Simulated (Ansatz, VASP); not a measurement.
# One calculation of TiSi16, two programs

```
Si Ti
1.0
     0.00000    5.43000    5.43000
     5.43000    0.00000    5.43000
     5.43000    5.43000    0.00000
Si Ti
16 1
Direct
  0.99865 0.00500 0.00178
  0.13213 0.12167 0.12426
  0.99898 0.00104 0.49812
  0.12245 0.13970 0.62074
  0.99853 0.49432 0.00131
  0.12045 0.62224 0.13446
  0.99692 0.50245 0.49640
  0.12164 0.61695 0.62027
  0.50272 0.99751 0.00226
  0.62494 0.12411 0.12407
  0.50306 0.00551 0.49765
  0.62527 0.12155 0.63167
  0.50278 0.49744 0.00188
  0.62478 0.62680 0.12394
  0.50243 0.49397 0.49767
  0.63519 0.62282 0.61930
  0.24886 0.75117 0.74788
```

Alike in both runs: functional PBE; k mesh 2 × 2 × 2; occupations gaussian, width 0.02 eV; no spin polarisation.

Ansatz relaxed the structure, and its values are those at the end. VASP's run is a single point on that final structure, the one shown.

```csv
,VASP,Ansatz
version,VASP 6.6.1,Ansatz 0.2.0
potentials or method,"VASP PAW PBE potentials, release 64 (Si, Ti_sv), cutoff 520 eV","scalar-relativistic, plane waves, PAW"
valence electrons in the cell,76,76
```

|  | VASP | Ansatz | Ansatz less VASP |
| --- | --- | --- | --- |
| rms of the force components (eV/Å) | 0.005 | 0.004 | -0.0003 |

The k mesh is coarse, so the values compare programs but aren't converged.
